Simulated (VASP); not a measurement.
# HfN (F-43m) in VASP: settings compared

The runs below take HfN through single point, with B3LYP, HSE06.

Program: VASP 6.6.1. These are calculated values, not measurements. Logs are shortened: lines on timing, memory, paths and dates and some standing lists are left out, and cuts for length are marked.

### Step 1. The cell of the first run

It takes space group F-43m (No. 216, cubic). The conventional cell has a = 4.910 Å, b = 4.910 Å, c = 4.910 Å, α = 90.00°, β = 90.00°, γ = 90.00°. Within 2.8 Å of Hf (site symmetry -43m) lie 4 N at 2.13 Å. Within 2.8 Å of N (site symmetry -43m) lie 4 Hf at 2.13 Å.

### Step 2. Single point, B3LYP

File POSCAR:

```
HfN
1.0
    0.0000000000      2.4548220000      2.4548220000
    2.4548220000      0.0000000000      2.4548220000
    2.4548220000      2.4548220000      0.0000000000
Hf N
1 1
Direct
    0.0000000000      0.0000000000      0.0000000000
    0.2500000000      0.2500000000      0.2500000000
```

File INCAR.step1:

```
ALGO = Normal
EDIFF = 1E-5
ENCUT = 520
GGA = PE
ISIF = 2
ISMEAR = -1
LASPH = T
LREAL = F
LWAVE = T
NBANDS = 14
NELM = 80
PREC = Accurate
SIGMA = 0.05
```

File INCAR.step2:

```
AEXX = 0.2
AGGAC = 0.81
AGGAX = 0.72
ALDAC = 0.19
ALGO = Normal
EDIFF = 1E-6
ENCUT = 520
GGA = B3
ISIF = 2
ISMEAR = -1
ISTART = 1
LASPH = T
LCHARG = T
LELF = T
LHFCALC = T
LREAL = F
LVHAR = T
LWAVE = F
NBANDS = 14
NELM = 80
PREC = Accurate
PRECFOCK = Normal
SIGMA = 0.05
```

File KPOINTS:

```
k-points
0
Gamma
  5 5 5
```

Potentials or basis: VASP PAW PBE potentials, release 64 (Hf_pv, N).

The run is started by

```console
$ cat potpaw_PBE.64/Hf_pv/POTCAR potpaw_PBE.64/N/POTCAR > POTCAR
$ cp INCAR.step1 INCAR
$ mpirun -np 1 vasp_std > vasp.out
$ cp INCAR.step2 INCAR
$ mpirun -np 1 vasp_std > vasp.out
```

OUTCAR:

```text
AEXX = 0.2
   EDIFF = 1E-6
   ENCUT = 520
   GGA = B3
   ISIF = 2
   ISMEAR = -1
   ISTART = 1
   LASPH = T
   LHFCALC = T
   LREAL = F
   NELM = 80
   PREC = Accurate
   PRECFOCK = Normal

 ion  position               nearest neighbor table
   1  0.000  0.000  0.000-   2 2.13   2 2.13   2 2.13   2 2.13
   2  0.250  0.250  0.250-   1 2.13   1 2.13   1 2.13   1 2.13

  LATTYP: Found a face centered cubic cell.
 ALAT       =     4.9096440000

  Lattice vectors:

 A1 = (   0.0000000000,   2.4548220000,   2.4548220000)
 A2 = (   2.4548220000,   0.0000000000,   2.4548220000)
 A3 = (   2.4548220000,   2.4548220000,   0.0000000000)

Analysis of symmetry for initial positions (statically):
=====================================================================
 Subroutine PRICEL returns:
 Original cell was already a primitive cell.

 Routine SETGRP: Setting up the symmetry group for a
 face centered cubic supercell.

 Subroutine GETGRP returns: Found 24 space group operations
 (whereof 24 operations were pure point group operations)
 out of a pool of 48 trial point group operations.

The static configuration has the point symmetry T_d .

Analysis of symmetry for dynamics (positions and initial velocities):
=====================================================================
 Subroutine PRICEL returns:
 Original cell was already a primitive cell.

 Routine SETGRP: Setting up the symmetry group for a
 face centered cubic supercell.

 Subroutine GETGRP returns: Found 24 space group operations
 (whereof 24 operations were pure point group operations)
 out of a pool of 48 trial point group operations.

The dynamic configuration has the point symmetry T_d .

 Subroutine INISYM returns: Found 24 space group operations
 (whereof 24 operations are pure point group operations),
 and found     1 'primitive' translations

----------------------------------------------------------------------------------------

                                     Primitive cell

  volume of cell :      29.5863

  direct lattice vectors                    reciprocal lattice vectors
     0.000000000  2.454822000  2.454822000    -0.203680756  0.203680756  0.203680756
     2.454822000  0.000000000  2.454822000     0.203680756 -0.203680756  0.203680756
     2.454822000  2.454822000  0.000000000     0.203680756  0.203680756 -0.203680756

  length of vectors
[... 84 lines left out ...]
   IALGO  =     38    algorithm
   IMIX   =      1    mixing-type and parameters
     AMIX     =   0.40;   BMIX     =  1.00
     AMIX_MAG =   1.60;   BMIX_MAG =  1.00
  volume/ion in A,a.u.               =      14.79        99.83
  Fermi-wavevector in a.u.,A,eV,Ry     =   1.305395  2.466839 23.185087  1.704056
  Thomas-Fermi vector in A             =   2.436267
   LORBIT       =      0    0 simple, 1 ext, 2 COOP (PROOUT), +10 PAW based schemes
   GGA     = B3    functional components
   LHFCALC =     T    Hartree Fock is set to
   PRECFOCK=normal    Normal, Fast or Accurate (Low or Medium for compatibility)
   ENCUT4O =  -1.0   cutoff for four orbital integrals eV
   NKREDX  =     1    reduce k-point grid by
   NKREDY  =     1    reduce k-point grid by
   NKREDZ  =     1    reduce k-point grid by
   AEXX    =    0.2000 exact exchange contribution
   HFSCREEN=    0.0000 screening length (either q_TF or 0.3 A-1)
   HFSCREENC=   0.0000 screening length for correlation (either q_TF or 0.3 A-1)
   ENCUTFOCK=  -1.0 apply spherical cutoff to Coloumb kernel
   IVDW    =     0    specifies the selected vdW correction
   LEPSILON=     F    determine dielectric tensor
   LRPA    =     F    only Hartree local field effects (RPA)
 non-spin polarized calculation
  energy-cutoff  :      520.00
  volume of cell :       29.59
 maximum number of plane-waves:       821
 NGX is ok and might be reduce to    28
  NGX = 20; NGY = 20; NGZ = 20

 number of electron      15.0000001 magnetization

 Free energy of the ion-electron system (eV)
  ---------------------------------------------------
  ext. energy  EPLUGINS =         0.00000000
  ---------------------------------------------------
  free energy    TOTEN  =       -23.96882026 eV

  energy without entropy =      -23.95952227  energy(sigma->0) =      -23.96417126

 E-fermi :   6.1389     XC(G=0):  -8.9097

 val. band max:        6.0656116560   @ k =   0.4000   0.2000   0.0000
 cond. band min:       6.5791805513   @ k =  -0.4000   0.2000   0.0000
 fundamental gap:      0.5135688953
 Fermi energy:         6.1388793078

 k-point     1 :       0.0000    0.0000    0.0000
  band No.  band energies     occupation
      1     -27.3159      2.00000
      2     -27.3159      2.00000
      3     -27.3159      2.00000
      4     -12.1749      2.00000
      5      -0.5720      2.00000
      6      -0.5720      2.00000
      7      -0.5720      2.00000
      8       5.4500      2.00000
      9       9.0089      0.00000
     10       9.0089      0.00000
     11      13.5066      0.00000
     12      13.5066      0.00000
     13      13.5066      0.00000
     14      19.0208      0.00000
[... 139 lines left out ...]
      1     -27.7588      2.00000
      2     -27.5776      2.00000
      3     -27.4695      2.00000
      4     -10.7198      2.00000
      5      -0.9549      2.00000
      6       0.0299      2.00000
      7       1.1647      2.00000
      8       4.9461      2.00000
      9       8.1932      0.00000
     10      10.2652      0.00000
     11      12.2760      0.00000
     12      13.2437      0.00000
     13      15.3440      0.00000
     14      17.6361      0.00000

------------------------ aborting loop because EDIFF is reached ----------------------------------------

  FORCE on cell =-STRESS in cart. coord.  units (eV):
  Direction    XX          YY          ZZ          XY          YZ          ZX
  --------------------------------------------------------------------------------------
  -------------------------------------------------------------------------------------
  Total        0.2324360      0.2324360      0.2324360      0.0000000      0.0000000      0.0000000
  in kB       12.5870504     12.5870504     12.5870504      0.0000000      0.0000000      0.0000000
  external PRESSURE =      12.5870504 kB  Pullay stress =       0.0000000 kB

 VOLUME and BASIS-vectors are now :
 -----------------------------------------------------------------------------
  energy-cutoff  :      520.00
  volume of cell :       29.59
      direct lattice vectors                 reciprocal lattice vectors
     0.000000000  2.454822000  2.454822000    -0.203680756  0.203680756  0.203680756
     2.454822000  0.000000000  2.454822000     0.203680756 -0.203680756  0.203680756
     2.454822000  2.454822000  0.000000000     0.203680756  0.203680756 -0.203680756

 POSITION                                       TOTAL-FORCE (eV/Angst)
 -----------------------------------------------------------------------------------
      0.00000      0.00000      0.00000        -0.000000     -0.000000     -0.000000
      1.22741      1.22741      1.22741         0.000000      0.000000      0.000000
 -----------------------------------------------------------------------------------
    total drift:                               -0.000000     -0.000000     -0.000000

  FREE ENERGIE OF THE ION-ELECTRON SYSTEM (eV)
  ---------------------------------------------------
  free  energy   TOTEN  =       -23.9688202556 eV

  energy  without entropy=      -23.9595222722  energy(sigma->0) =      -23.96417126
```

OSZICAR.step1:

```text
N       E                     dE             d eps       ncg     rms          rms(c)
DAV:   1     0.423556852362E+02    0.42356E+02   -0.76634E+03   280   0.972E+02
DAV:   2    -0.221887063705E+02   -0.64544E+02   -0.60439E+02   382   0.228E+02
DAV:   3    -0.247770721881E+02   -0.25884E+01   -0.25791E+01   322   0.388E+01
DAV:   4    -0.247923880206E+02   -0.15316E-01   -0.15314E-01   352   0.353E+00
DAV:   5    -0.247925548857E+02   -0.16687E-03   -0.16686E-03   304   0.326E-01    0.536E+01
DAV:   6    -0.213040359042E+02    0.34885E+01   -0.13337E+01   304   0.252E+01    0.395E+01
DAV:   7    -0.211798194775E+02    0.12422E+00   -0.76494E-01   292   0.763E+00    0.257E+01
DAV:   8    -0.211688104773E+02    0.11009E-01   -0.11859E-01   352   0.309E+00    0.754E+00
DAV:   9    -0.211597136130E+02    0.90969E-02   -0.24386E-02   316   0.116E+00    0.161E+00
DAV:  10    -0.211596869829E+02    0.26630E-04   -0.12902E-03   328   0.324E-01    0.113E-01
DAV:  11    -0.211596835465E+02    0.34364E-05   -0.67873E-05   340   0.761E-02
   1 F= -.21159684E+02 E0= -.21149512E+02  d E =-.203433E-01
```

It took 6.6 min on 1 thread of Intel Xeon Platinum 8488C (Sapphire Rapids), shared host; peak memory 0.17 GiB.

What came out:

```
Free energy : -23.9688 eV
Pressure    : 1.3 GPa
```

Levels at points of the mesh, in eV from the Fermi level:
| k point | band 3 | band 4 | band 5 | band 6 | band 7 | band 8 | band 9 | band 10 | band 11 | band 12 |
| --- | --- | --- | --- | --- | --- | --- | --- | --- | --- | --- |
| (0.00, 0.00, 0.00) | -33.45 | -18.31 | -6.71 | -6.71 | -6.71 | -0.69 | 2.87 | 2.87 | 7.37 | 7.37 |

Caveat: the k points lie up to 0.44 Å⁻¹ apart; the PAW data sets were made with another functional, which shifts forces and pressure a little; spin-orbit coupling is left out, which moves the levels of the heavy elements.

### Step 3. Single point, HSE06

POSCAR is that of step 2.

File INCAR.step1:

```
  ALGO = Normal
  EDIFF = 1E-5
  ENCUT = 520
  GGA = PE
  ISIF = 2
  ISMEAR = -1
  LASPH = True
  LREAL = False
  LWAVE = True
  NBANDS = 14
  NELM = 60
  PREC = Accurate
  SIGMA = 0.05
```

File INCAR.step2:

```
  ALGO = Normal
  EDIFF = 1E-6
  ENCUT = 520
  GGA = PE
  HFSCREEN = 0.2079
  ISIF = 2
  ISMEAR = -1
  ISTART = 1
  LASPH = True
  LCHARG = True
  LELF = True
  LHFCALC = True
  LREAL = False
  LVHAR = True
  LWAVE = False
  NBANDS = 14
  NELM = 60
  PREC = Accurate
  PRECFOCK = Normal
  SIGMA = 0.05
```

KPOINTS is that of step 2.

Potentials or basis: VASP PAW PBE potentials, release 64 (Hf_pv, N).

The run is started by

```console
$ cat potpaw_PBE.64/Hf_pv/POTCAR potpaw_PBE.64/N/POTCAR > POTCAR
$ cp INCAR.step1 INCAR
$ mpirun -np 1 vasp_std > vasp.out
$ cp INCAR.step2 INCAR
$ mpirun -np 1 vasp_std > vasp.out
```

OUTCAR:

```text
EDIFF = 1E-6
   ENCUT = 520
   GGA = PE
   HFSCREEN = 0.2079
   ISIF = 2
   ISMEAR = -1
   ISTART = 1
   LASPH = True
   LHFCALC = True
   LREAL = False
   NELM = 60
   PREC = Accurate
   PRECFOCK = Normal

 ion  position               nearest neighbor table
   1  0.000  0.000  0.000-   2 2.13   2 2.13   2 2.13   2 2.13
   2  0.250  0.250  0.250-   1 2.13   1 2.13   1 2.13   1 2.13

  LATTYP: Found a face centered cubic cell.
 ALAT       =     4.9096440000

  Lattice vectors:

 A1 = (   0.0000000000,   2.4548220000,   2.4548220000)
 A2 = (   2.4548220000,   0.0000000000,   2.4548220000)
 A3 = (   2.4548220000,   2.4548220000,   0.0000000000)

Analysis of symmetry for initial positions (statically):
=====================================================================
 Subroutine PRICEL returns:
 Original cell was already a primitive cell.

 Routine SETGRP: Setting up the symmetry group for a
 face centered cubic supercell.

 Subroutine GETGRP returns: Found 24 space group operations
 (whereof 24 operations were pure point group operations)
 out of a pool of 48 trial point group operations.

[... 166 lines left out ...]
      3     -27.7730      2.00000
      4     -12.6220      2.00000
      5      -0.6948      2.00000
      6      -0.6948      2.00000
      7      -0.6947      2.00000
      8       5.2132      2.00000
      9       8.6397      0.00000
     10       8.6398      0.00000
     11      13.1365      0.00000
     12      13.1365      0.00000
     13      13.1365      0.00000
     14      19.3082      0.00000
[... 139 lines left out ...]
      1     -28.2280      2.00000
      2     -28.0401      2.00000
      3     -27.9300      2.00000
      4     -11.1203      2.00000
      5      -1.1480      2.00000
      6      -0.1196      2.00000
      7       1.0404      2.00000
      8       4.8528      2.00000
      9       7.7159      0.00000
     10       9.8946      0.00000
     11      11.9271      0.00000
     12      12.9278      0.00000
     13      14.8415      0.00000
     14      17.0563      0.00000

------------------------ aborting loop because EDIFF is reached ----------------------------------------

  FORCE on cell =-STRESS in cart. coord.  units (eV):
  Direction    XX          YY          ZZ          XY          YZ          ZX
  --------------------------------------------------------------------------------------
  -------------------------------------------------------------------------------------
  Total       -0.7613606     -0.7613606     -0.7613606     -0.0000000     -0.0000000     -0.0000000
  in kB      -41.2297732    -41.2297732    -41.2297732     -0.0000000     -0.0000000     -0.0000000
  external PRESSURE =     -41.2297732 kB  Pullay stress =       0.0000000 kB

 VOLUME and BASIS-vectors are now :
 -----------------------------------------------------------------------------
  energy-cutoff  :      520.00
  volume of cell :       29.59
      direct lattice vectors                 reciprocal lattice vectors
     0.000000000  2.454822000  2.454822000    -0.203680756  0.203680756  0.203680756
     2.454822000  0.000000000  2.454822000     0.203680756 -0.203680756  0.203680756
     2.454822000  2.454822000  0.000000000     0.203680756  0.203680756 -0.203680756

 POSITION                                       TOTAL-FORCE (eV/Angst)
 -----------------------------------------------------------------------------------
      0.00000      0.00000      0.00000         0.000000     -0.000000     -0.000000
      1.22741      1.22741      1.22741        -0.000000      0.000000      0.000000
 -----------------------------------------------------------------------------------
    total drift:                               -0.000000     -0.000000     -0.000000

  FREE ENERGIE OF THE ION-ELECTRON SYSTEM (eV)
  ---------------------------------------------------
  free  energy   TOTEN  =       -24.5962423475 eV

  energy  without entropy=      -24.5745919117  energy(sigma->0) =      -24.58541713
```

OUTCAR.step1:

```text
EDIFF = 1E-5
   ENCUT = 520
   GGA = PE
   ISIF = 2
   ISMEAR = -1
[... 374 lines left out ...]
 -----------------------------------------------------------------------------------
      0.00000      0.00000      0.00000        -0.000000     -0.000000     -0.000000
      1.22741      1.22741      1.22741         0.000000      0.000000      0.000000
 -----------------------------------------------------------------------------------
    total drift:                               -0.000000     -0.000000     -0.000000

  FREE ENERGIE OF THE ION-ELECTRON SYSTEM (eV)
  ---------------------------------------------------
  free  energy   TOTEN  =       -21.1596835465 eV

  energy  without entropy=      -21.1393402060  energy(sigma->0) =      -21.14951188
```

OSZICAR.step1:

```text
N       E                     dE             d eps       ncg     rms          rms(c)
DAV:   1     0.423556852362E+02    0.42356E+02   -0.76634E+03   280   0.972E+02
DAV:   2    -0.221887063705E+02   -0.64544E+02   -0.60439E+02   382   0.228E+02
DAV:   3    -0.247770721881E+02   -0.25884E+01   -0.25791E+01   322   0.388E+01
DAV:   4    -0.247923880206E+02   -0.15316E-01   -0.15314E-01   352   0.353E+00
DAV:   5    -0.247925548857E+02   -0.16687E-03   -0.16686E-03   304   0.326E-01    0.536E+01
DAV:   6    -0.213040359042E+02    0.34885E+01   -0.13337E+01   304   0.252E+01    0.395E+01
DAV:   7    -0.211798194775E+02    0.12422E+00   -0.76494E-01   292   0.763E+00    0.257E+01
DAV:   8    -0.211688104773E+02    0.11009E-01   -0.11859E-01   352   0.309E+00    0.754E+00
DAV:   9    -0.211597136130E+02    0.90969E-02   -0.24386E-02   316   0.116E+00    0.161E+00
DAV:  10    -0.211596869829E+02    0.26630E-04   -0.12902E-03   328   0.324E-01    0.113E-01
DAV:  11    -0.211596835465E+02    0.34364E-05   -0.67873E-05   340   0.761E-02
   1 F= -.21159684E+02 E0= -.21149512E+02  d E =-.203433E-01
```

Run time: 7.4 min. Hardware: 1 thread of Intel Xeon Platinum 8488C (Sapphire Rapids), shared host; peak memory 0.26 GiB.

What came out:

```
Free energy : -24.5962 eV
Pressure    : -4.1 GPa
```

Caveat: the k points lie up to 0.44 Å⁻¹ apart; the PAW data sets were made with another functional, which shifts forces and pressure a little; spin-orbit coupling is left out, which moves the levels of the heavy elements.
